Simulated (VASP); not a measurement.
MgS, 4 atoms in the cell. Symmetry: P6_3/mmc, No. 194, hexagonal system. The conventional cell has a = 3.594 Å, b = 3.594 Å, c = 6.147 Å, α = 90.00°, β = 90.00°, γ = 120.00°. Within 3.4 Å of Mg (site symmetry -3m) lie 6 S at 2.58 Å and 2 Mg at 3.07 Å. Within 3.4 Å of S (site symmetry -6m2) lie 6 Mg at 2.58 Å.  This cell differs from its parent crystal: biaxial xy strain -1.4%.

```yaml
Program: VASP 6.6.1
Task: single point
Functional: PBE
Potentials_or_basis: VASP PAW PBE potentials, release 64 (Mg, S)
Cutoff: 520 eV
k_mesh: 12 × 12 × 4
Occupations: fermi-dirac, width 0.02 eV
Spin: no spin polarisation
Dipole_correction: no
Further_INCAR_settings: ALGO = Normal; EDIFF = 1e-06; NBANDS = 16
```

Potentials or basis: VASP PAW PBE potentials, release 64 (Mg, S).

Run with:

```sh
$ cat potpaw_PBE.64/Mg/POTCAR potpaw_PBE.64/S/POTCAR > POTCAR
$ mpirun -np 1 vasp_std > vasp.out
```

Hardware: 1 thread of AMD EPYC 9R45 96-Core Processor (Zen 5), with other jobs on the host.

Q: How long does it take, and how much memory?

A: Wall time 36 s on 1 thread of AMD EPYC 9R45 96-Core Processor (Zen 5), on a shared host, peak memory 0.18 GiB. Counts: scf iterations 12, k points 57.
